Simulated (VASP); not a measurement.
Input of a VASP 6.6.1 run:

The input INCAR:

```
PREC = Accurate
ENCUT = 520
EDIFF = 1E-8
ISMEAR = -1
SIGMA = 0.03
LREAL = F
LASPH = T
NELM = 100
ALGO = Normal
ISIF = 2
LWAVE = F
LCHARG = F
GGA = PE
LEFG = T
NBANDS = 21
```

File KPOINTS:

```
regular mesh
0
Gamma
  9 9 9
```

Contents of POSCAR:

```
Sn
1.0
    0.0000000000      3.3092553764      3.3092553764
    3.3092553764      0.0000000000      3.3092553764
    3.3092553764      3.3092553764      0.0000000000
Sn
2
Direct
    0.5000000000      0.5000000000      0.5000000000
    0.7500000000      0.7500000000      0.7500000000
```

Potentials or basis: VASP PAW PBE potentials, release 64 (Sn_d).

Run with:

```sh
$ cat potpaw_PBE.64/Sn_d/POTCAR > POTCAR
$ mpirun -np 1 vasp_std > vasp.out
```

Estimate the band gap on the k mesh.

zero (bands 14 and 15 overlap by 0.18 eV).

What does it give for the pressure?

0.6 GPa.

Caveat: spin-orbit coupling is left out, which moves the levels of the heavy elements.
